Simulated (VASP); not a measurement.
Zr, 2 atoms in the cell. The structure is hexagonal, space group P6_3/mmc (No. 194). Conventional cell: a = 3.232 Å, b = 3.232 Å, c = 5.147 Å, α = 90.00°, β = 90.00°, γ = 120.00°. Zr (site symmetry -6m2) has 12 Zr at 3.18 to 3.23 Å within 4.2 Å. 

* Program: VASP 6.6.1
* Task: elastic constants
* Functional: LDA
* Potentials or basis: VASP PAW LDA potentials, release 64 (Zr_sv)
* Cutoff: 600 eV
* k mesh: 7 × 7 × 4
* Occupations: fermi-dirac, width 0.05 eV
* Spin: no spin polarisation
* Dipole correction: no
* Ions in elastic constants: relaxed
* Further INCAR settings: ALGO = Normal; EDIFF = 1e-08; NBANDS = 19; IBRION = 6; POTIM = 0.015; NSW = 1; ISIF = 3

Potentials or basis: VASP PAW LDA potentials, release 64 (Zr_sv).

Run with:

```bash
$ cat potpaw_LDA.64/Zr_sv/POTCAR > POTCAR
$ mpirun -np 1 vasp_std > vasp.out
```

Hardware: 1 thread of Intel(R) Xeon(R) 6975P-C (Granite Rapids), on a shared host.

**Question.** How long does it take, and how much memory?

**Answer.** Wall time 4.2 min on 1 thread of Intel(R) Xeon(R) 6975P-C (Granite Rapids) (shared host), peak memory 0.25 GiB. Counts: scf iterations 166, k points 24.
